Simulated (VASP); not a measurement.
# NbSi (rocksalt type) (Fm-3m) in VASP: notebook

The runs below take NbSi (rocksalt type) through electric field gradients, with PBE.

All numbers are computed with VASP 6.6.1; they aren't measurements. Logs are shortened: lines on timing, memory, paths and dates and some standing lists are left out, and cuts for length are marked.

### 1 The cell of the first run

It takes space group Fm-3m (No. 225, cubic). The conventional cell has a = 5.248 Å, b = 5.248 Å, c = 5.248 Å, α = 90.00°, β = 90.00°, γ = 90.00°. Nb (site symmetry m-3m) has 6 Si at 2.62 Å within 3.5 Å. Si (site symmetry m-3m) has 6 Nb at 2.62 Å within 3.5 Å.

### 2 Electric field gradients, PBE (18.07 Å³/atom)

INCAR reads:

```
SYSTEM = NbSi
  PREC = Accurate
  ENCUT = 520
  EDIFF = 1E-8
  ISMEAR = -1
  SIGMA = 0.05
  LREAL = .FALSE.
  LASPH = .TRUE.
  NELM = 60
  ALGO = Normal
  ISIF = 2
  LWAVE = .FALSE.
  LCHARG = .FALSE.
  GGA = PE
  LEFG = .TRUE.
  NBANDS = 16
```

KPOINTS reads:

```
Automatic mesh
0
G
  14 14 14
  0 0 0
```

POSCAR reads:

```
NbSi
1.0
    0.0000000000      2.6241277260      2.6241277260
    2.6241277260      0.0000000000      2.6241277260
    2.6241277260      2.6241277260      0.0000000000
Nb Si
1 1
Direct
    0.0000000000      0.0000000000      0.0000000000
    0.5000000000      0.5000000000      0.5000000000
```

Potentials or basis: VASP PAW PBE potentials, release 64 (Nb_sv, Si).

The run is started by

```console
$ cat potpaw_PBE.64/Nb_sv/POTCAR potpaw_PBE.64/Si/POTCAR > POTCAR
$ mpirun -np 1 vasp_std > vasp.out
```

OUTCAR:

```text
SYSTEM = NbSi
   PREC = Accurate
   ENCUT = 520
   EDIFF = 1E-8
   ISMEAR = -1
   LREAL = .FALSE.
   LASPH = .TRUE.
   NELM = 60
   ISIF = 2
   GGA = PE

 ion  position               nearest neighbor table
   1  0.000  0.000  0.000-   2 2.62   2 2.62   2 2.62   2 2.62   2 2.62   2 2.62
   2  0.500  0.500  0.500-   1 2.62   1 2.62   1 2.62   1 2.62   1 2.62   1 2.62

  LATTYP: Found a face centered cubic cell.
 ALAT       =     5.2482554520

  Lattice vectors:

 A1 = (   0.0000000000,   2.6241277260,   2.6241277260)
 A2 = (   2.6241277260,   0.0000000000,   2.6241277260)
 A3 = (   2.6241277260,   2.6241277260,   0.0000000000)

Analysis of symmetry for initial positions (statically):
=====================================================================
 Subroutine PRICEL returns:
 Original cell was already a primitive cell.

 Routine SETGRP: Setting up the symmetry group for a
 face centered cubic supercell.

 Subroutine GETGRP returns: Found 48 space group operations
 (whereof 48 operations were pure point group operations)
 out of a pool of 48 trial point group operations.

The static configuration has the point symmetry O_h .

Analysis of symmetry for dynamics (positions and initial velocities):
=====================================================================
 Subroutine PRICEL returns:
 Original cell was already a primitive cell.

 Routine SETGRP: Setting up the symmetry group for a
 face centered cubic supercell.

 Subroutine GETGRP returns: Found 48 space group operations
 (whereof 48 operations were pure point group operations)
 out of a pool of 48 trial point group operations.

The dynamic configuration has the point symmetry O_h .

 Subroutine INISYM returns: Found 48 space group operations
 (whereof 48 operations are pure point group operations),
 and found     1 'primitive' translations

----------------------------------------------------------------------------------------

                                     Primitive cell

  volume of cell :      36.1397

  direct lattice vectors                    reciprocal lattice vectors
     0.000000000  2.624127726  2.624127726    -0.190539506  0.190539506  0.190539506
     2.624127726  0.000000000  2.624127726     0.190539506 -0.190539506  0.190539506
     2.624127726  2.624127726  0.000000000     0.190539506  0.190539506 -0.190539506

  length of vectors
     3.711077020  3.711077020  3.711077020     0.330024105  0.330024105  0.330024105

  position of ions in fractional coordinates (direct lattice)
     0.000000000  0.000000000  0.000000000
     0.500000000  0.500000000  0.500000000

  ion indices of the primitive-cell ions
   primitive index   ion index
                 1           1
                 2           2

----------------------------------------------------------------------------------------

 KPOINTS: Automatic mesh

Automatic generation of k-mesh.
 Grid dimensions read from file:
 generate k-points for:   14   14   14

 Generating k-lattice:

  Cartesian coordinates                     Fractional coordinates (reciprocal lattice)
    -0.013609965  0.013609965  0.013609965     0.071428571  0.000000000  0.000000000
     0.013609965 -0.013609965  0.013609965     0.000000000  0.071428571  0.000000000
     0.013609965  0.013609965 -0.013609965     0.000000000  0.000000000  0.071428571

  Length of vectors
     0.023573150  0.023573150  0.023573150

  Shift w.r.t. Gamma in fractional coordinates (k-lattice)
     0.000000000  0.000000000  0.000000000

 Subroutine IBZKPT returns following result:
 ===========================================

 Found    104 irreducible k-points:

 Following reciprocal coordinates:
            Coordinates               Weight
  0.000000  0.000000  0.000000      1.000000
  0.071429  0.000000  0.000000      8.000000
  0.142857  0.000000  0.000000      8.000000
  0.214286  0.000000  0.000000      8.000000
  0.285714  0.000000  0.000000      8.000000
  0.357143  0.000000  0.000000      8.000000
[... 16 lines left out ...]
  0.214286  0.142857  0.000000     24.000000
  0.285714  0.142857  0.000000     24.000000
 [... further k-points ...]
   k-points           NKPTS =    104   k-points in BZ     NKDIM =    104   number of bands    NBANDS=     16
   number of dos      NEDOS =    301   number of ions     NIONS =      2
   total plane-waves  NPLWV =  21952
   dimension x,y,z NGX =    28 NGY =   28 NGZ =   28
   dimension x,y,z NGXF=    56 NGYF=   56 NGZF=   56
   ions per type =               1   1
   NGX,Y,Z   is equivalent  to a cutoff of  12.54, 12.54, 12.54 a.u.
   NGXF,Y,Z  is equivalent  to a cutoff of  25.09, 25.09, 25.09 a.u.
 SYSTEM =  NbSi
   PREC   = accura    normal or accurate (medium, high low for compatibility)
   ISTART =      0    job   : 0-new  1-cont  2-samecut
   ICHARG =      2    charge: 1-file 2-atom 10-const
   ISPIN  =      1    spin polarized calculation?
   LNONCOLLINEAR =      F non collinear calculations
   LSORBIT =      F    spin-orbit coupling
   LASPH  =      T    aspherical Exc in radial PAW
   ENCUT  =  520.0 eV  38.22 Ry    6.18 a.u.   6.90  6.90  6.90*2*pi/ulx,y,z
   NELM   =     60;   NELMIN=  2; NELMDL= -5     # of ELM steps
   EDIFF  = 0.1E-07   stopping-criterion for ELM
   LREAL  =      F    real-space projection
   EDIFFG = 0.1E-06   stopping-criterion for IOM
   NSW    =      0    number of steps for IOM
   IBRION =     -1    ionic relax: 0-MD 1-quasi-New 2-CG
   NFREE  =      0    steps in history (QN), initial steepest desc. (CG)
   ISIF   =      2    stress and relaxation
   ISYM   =      2    0-nonsym 1-usesym 2-fastsym
   POTIM  = 0.5000    time-step for ionic-motion
   TEBEG  =    0.0;   TEEND  =   0.0 temperature during run
   PSTRESS=    0.0 pullay stress
   NELECT =      17.0000    total number of electrons
   NUPDOWN=      -1.0000    fix difference up-down
   EMIN   =  10.00;   EMAX   =-10.00  energy-range for DOS
   EFERMI =   0.00;   METHOD = LEGACY
   ISMEAR =    -1;   SIGMA  =   0.05  broadening in eV -4-tet -1-fermi 0-gaus
   EFERMI_NEDOS =   21; number of points for ismear=-14 and -15
   IALGO  =     38    algorithm
   IMIX   =      4    mixing-type and parameters
     AMIX     =   0.40;   BMIX     =  1.00
     AMIX_MAG =   1.60;   BMIX_MAG =  1.00
  volume/ion in A,a.u.               =      18.07       121.94
  Fermi-wavevector in a.u.,A,eV,Ry     =   1.273199  2.405997 22.055517  1.621035
  Thomas-Fermi vector in A             =   2.406035
   LORBIT       =      0    0 simple, 1 ext, 2 COOP (PROOUT), +10 PAW based schemes
   GGA     = PE    functional components
   LHFCALC =     F    Hartree Fock is set to
   AEXX    =    0.0000 exact exchange contribution
   IVDW    =     0    specifies the selected vdW correction
   LEPSILON=     F    determine dielectric tensor
   LRPA    =     F    only Hartree local field effects (RPA)
 non-spin polarized calculation
  energy-cutoff  :      520.00
  volume of cell :       36.14
 maximum number of plane-waves:       990
   NGX = 13   NGY = 13   NGZ = 13

 number of electron      16.9999998 magnetization

 Free energy of the ion-electron system (eV)
  ---------------------------------------------------
  ext. energy  EPLUGINS =         0.00000000
  ---------------------------------------------------
  free energy    TOTEN  =       -16.04463627 eV

  energy without entropy =      -16.03140281  energy(sigma->0) =      -16.03801954

 E-fermi :   9.5545     XC(G=0): -11.3232

 val. band max:        9.5479279611   @ k =   0.2857   0.2143   0.0000
 cond. band min:       9.5693738995   @ k =   0.2857   0.1429   0.0714
 fundamental gap:      0.0214459384
 Fermi energy:         9.5544790896

 k-point     1 :       0.0000    0.0000    0.0000
  band No.  band energies     occupation
      1     -45.8787      2.00000
      2     -21.8856      2.00000
      3     -21.8856      2.00000
      4     -21.8856      2.00000
      5      -0.8500      2.00000
      6       8.4022      2.00000
[... 8 lines left out ...]
     15      18.1966      0.00000
     16      22.2519      0.00000

 k-point     2 :       0.0714    0.0000    0.0000
  band No.  band energies     occupation
      1     -45.8781      2.00000
      2     -21.8939      2.00000
      3     -21.8866      2.00000
      4     -21.8866      2.00000
      5      -0.7583      2.00000
      6       8.2262      2.00000
[... 8 lines left out ...]
     15      18.4922      0.00000
     16      21.8330      0.00000

 k-point     3 :       0.1429    0.0000    0.0000
  band No.  band energies     occupation
      1     -45.8764      2.00000
      2     -21.9170      2.00000
      3     -21.8896      2.00000
      4     -21.8896      2.00000
      5      -0.4880      2.00000
      6       7.7268      2.00000
[... 8 lines left out ...]
     15      19.1494      0.00000
     16      21.2877      0.00000

 k-point     4 :       0.2143    0.0000    0.0000
  band No.  band energies     occupation
      1     -45.8739      2.00000
      2     -21.9501      2.00000
      3     -21.8938      2.00000
      4     -21.8938      2.00000
      5      -0.0527      2.00000
      6       6.9862      2.00000
[... 8 lines left out ...]
     15      20.0175      0.00000
     16      20.2051      0.00000

 k-point     5 :       0.2857    0.0000    0.0000
  band No.  band energies     occupation
      1     -45.8711      2.00000
      2     -21.9866      2.00000
      3     -21.8985      2.00000
      4     -21.8985      2.00000
      5       0.5243      2.00000
      6       6.1101      2.00000
[... 8 lines left out ...]
     15      19.0534      0.00000
     16      19.0534      0.00000

 k-point     6 :       0.3571    0.0000    0.0000
  band No.  band energies     occupation
      1     -45.8686      2.00000
      2     -22.0192      2.00000
      3     -21.9027      2.00000
      4     -21.9027      2.00000
      5       1.2059      2.00000
      6       5.1933      2.00000
[... 8 lines left out ...]
     15      18.1109      0.00000
     16      18.1109      0.00000
[... 267 lines left out ...]
 k-point    21 :      -0.0714    0.0714    0.0000
  band No.  band energies     occupation
      1     -45.8771      2.00000
      2     -21.9052      2.00000
      3     -21.8915      2.00000
      4     -21.8869      2.00000
      5      -0.6081      2.00000
      6       8.0390      2.00000
[... 8 lines left out ...]
     15      18.8818      0.00000
     16      21.1032      0.00000

 k-point    22 :       0.1429    0.1429    0.0000
  band No.  band energies     occupation
      1     -45.8756      2.00000
      2     -21.9154      2.00000
      3     -21.8967      2.00000
      4     -21.8967      2.00000
      5      -0.3837      2.00000
      6       7.3773      2.00000
[... 8 lines left out ...]
     15      19.7452      0.00000
     16      20.6768      0.00000

 k-point    23 :       0.2143    0.1429    0.0000
  band No.  band energies     occupation
      1     -45.8737      2.00000
      2     -21.9366      2.00000
      3     -21.9022      2.00000
      4     -21.9007      2.00000
      5      -0.0849      2.00000
      6       6.8520      2.00000
[... 8 lines left out ...]
     15      19.4433      0.00000
     16      20.1513      0.00000

 k-point    24 :       0.2857    0.1429    0.0000
  band No.  band energies     occupation
      1     -45.8713      2.00000
      2     -21.9663      2.00000
      3     -21.9076      2.00000
      4     -21.9053      2.00000
      5       0.3562      2.00000
      6       6.2927      2.00000
[... 8 lines left out ...]
     15      18.8838      0.00000
     16      19.5590      0.00000

 [... further k-points ...]

------------------------ aborting loop because EDIFF is reached ----------------------------------------

  FORCE on cell =-STRESS in cart. coord.  units (eV):
  Direction    XX          YY          ZZ          XY          YZ          ZX
  --------------------------------------------------------------------------------------
  -------------------------------------------------------------------------------------
  Total       -1.7838466     -1.7838466     -1.7838466      0.0000000     -0.0000000      0.0000000
  in kB      -79.0830105    -79.0830105    -79.0830105      0.0000000     -0.0000000      0.0000000
  external PRESSURE =     -79.0830105 kB  Pullay stress =       0.0000000 kB

 VOLUME and BASIS-vectors are now :
 -----------------------------------------------------------------------------
  energy-cutoff  :      520.00
  volume of cell :       36.14
      direct lattice vectors                 reciprocal lattice vectors
     0.000000000  2.624127726  2.624127726    -0.190539506  0.190539506  0.190539506
     2.624127726  0.000000000  2.624127726     0.190539506 -0.190539506  0.190539506
     2.624127726  2.624127726  0.000000000     0.190539506  0.190539506 -0.190539506

 POSITION                                       TOTAL-FORCE (eV/Angst)
 -----------------------------------------------------------------------------------
      0.00000      0.00000      0.00000         0.000000      0.000000      0.000000
      2.62413      2.62413      2.62413         0.000000      0.000000     -0.000000
 -----------------------------------------------------------------------------------
    total drift:                               -0.000000      0.000000      0.000000

  FREE ENERGIE OF THE ION-ELECTRON SYSTEM (eV)
  ---------------------------------------------------
  free  energy   TOTEN  =       -16.0446362651 eV

  energy  without entropy=      -16.0314028148  energy(sigma->0) =      -16.03801954

 Electric field gradients (V/A^2)
---------------------------------------------------------------------
 ion       V_xx      V_yy      V_zz      V_xy      V_xz      V_yz
---------------------------------------------------------------------
   1      -0.000    -0.000    -0.000    -0.000    -0.000    -0.000
   2       0.000    -0.000    -0.000    -0.000    -0.000    -0.000
---------------------------------------------------------------------

 Electric field gradients after diagonalization (V/A^2)
 (convention: |V_zz| > |V_xx| > |V_yy|)
----------------------------------------------------------------------
 ion       V_xx      V_yy      V_zz     asymmetry (V_yy - V_xx)/ V_zz
----------------------------------------------------------------------
   1       0.000     0.000    -0.000       0.000
   2       0.000     0.000    -0.000       0.000
----------------------------------------------------------------------

           NMR quadrupolar parameters

 Cq : quadrupolar parameter    Cq=e*Q*V_zz/h
 eta: asymmetry parameters     (V_yy - V_xx)/ V_zz
 Q  : nuclear electric quadrupole moment in mb (millibarn)
----------------------------------------------------------------------
 ion       Cq(MHz)       eta       Q (mb)
----------------------------------------------------------------------
   1      -0.000       0.000       1.000
   2      -0.000       0.000       1.000
----------------------------------------------------------------------
```

Run time: 1.7 min. Hardware: 1 thread of Intel Xeon 8259CL, shared host; peak memory 0.2 GiB.

Results:

| Property | Result |
| --- | --- |
| Free energy | -16.0446 eV |
| Pressure | -7.9 GPa |
| Band gap on the k mesh | zero (an odd number of electrons rules out a gap without spin polarisation) |
| Largest electric field gradient by atom | zero within the noise of the run |

Levels at points of the mesh, in eV from the Fermi level:
```csv
k point,band 4,band 5,band 6,band 7,band 8,band 9,band 10,band 11,band 12,band 13
"(0.00, 0.00, 0.00)",-31.44,-10.40,-1.15,-1.15,-1.15,-0.69,-0.69,2.23,2.23,2.23
"(0.50, 0.00, 0.00)",-31.46,-7.23,-5.67,-3.05,-3.05,1.15,1.15,2.24,4.27,6.71
"(0.50, 0.50, 0.00)",-31.50,-8.22,-3.44,-2.93,-0.07,-0.07,0.29,1.75,1.75,2.73
```

Caveat: the cell stands under tension.

[end of part 1 of 2]
